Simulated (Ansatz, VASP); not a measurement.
## Two plane-wave programs on SnO2

INCAR

```
ALGO     = Normal         # electronic algorithm
EDIFF    = 1E-6           # SCF threshold, eV
ENCUT    = 520            # plane-wave cutoff, eV
GGA      = PS             # functional
ISIF     = 2              # what is computed and relaxed
ISMEAR   = 0              # smearing method
IVDW     = 12             # dispersion correction
LASPH    = T              # aspherical terms in the spheres
LCHARG   = F              # write CHGCAR
LREAL    = F              # projectors in reciprocal space
LWAVE    = F              # write WAVECAR
NBANDS   = 35             # bands
NELM     = 100            # most SCF steps
PREC     = Accurate       # precision mode
SIGMA    = 0.05           # smearing width, eV
```

The input KPOINTS:

```
k-points
0
Gamma
  12 12 4
```

File POSCAR:

```
SnO2
1.0
    3.1515650761      0.0000000000      0.0000000000
   -1.5757825380      2.7293354175      0.0000000000
    0.0000000000      0.0000000000     10.0294849332
Sn O
2 4
Direct
   -0.1948457596      0.0000000000      0.5000000000
    0.1948457596      0.0000000000      0.0000000000
    0.4690545010      0.3333333333      0.4003665319
    0.8642788324      0.3333333333      0.0996334681
    0.1357211676      0.6666666667      0.5996334681
    0.5309454990      0.6666666667      0.9003665319
```

Input for Ansatz:

```yaml
crystal:
  lattice:
    - [3.1515650761, 0.0, 0.0]
    - [-1.575782538, 2.7293354175, 0.0]
    - [0.0, 0.0, 10.0294849332]
  atoms:
    - { symbol: Sn, position: [-0.1948457596, 0.0, 0.5] }
    - { symbol: Sn, position: [0.1948457596, 0.0, 0.0] }
    - { symbol: O, position: [0.469054501, 0.3333333333, 0.4003665319] }
    - { symbol: O, position: [0.8642788324, 0.3333333333, 0.0996334681] }
    - { symbol: O, position: [0.1357211676, 0.6666666667, 0.5996334681] }
    - { symbol: O, position: [0.530945499, 0.6666666667, 0.9003665319] }
basis:
  ecutwfc: 520.0
kpoints:
  mp_grid: { grid: [12, 12, 4] }
hamiltonian:
  xc: pbesol
  pseudopotentials: { kind: paw, azcp: { folder: soft_1 } }
  dispersion: d3bj
scf:
  occupations: { method: gaussian, width: 0.05 }
output:
  forces: true
  stress: true
  eigenvalues: true
```

Change from the starting cell: mode 1 frozen in at -0.628 Å, equal normal strain along x, y and z -0.0083.

Alike in both runs: task single point; functional PBEsol; dispersion D3(BJ); k mesh 12 × 12 × 4; occupations gaussian, width 0.05 eV; no spin polarisation.

|  | VASP | Ansatz |
| --- | --- | --- |
| version | VASP 6.6.1 | Ansatz 0.2.0 |
| potentials or method | VASP PAW PBE potentials, release 64 (Sn_d, O), cutoff 520 eV | scalar-relativistic, plane waves, PAW |
| valence electrons in the cell | 52 | 52 |

```csv
,VASP,Ansatz,Ansatz less VASP
gap on the k mesh at the Fermi level (eV),2.44,2.46,+0.018
least direct gap on the mesh (eV),2.82,2.83,+0.010
pressure (GPa),4.4,3.6,-0.78
"traceless stress, the component that is largest in VASP (GPa)",-3.28,-2.82,+0.459
rms of the force components (eV/Å),0.211,0.179,-0.0317
```

VASP's potentials were made for PBE, not for PBEsol, and Ansatz warns of the same on its side. Atom by atom the forces differ by 0.033 eV/Å (rms over components).
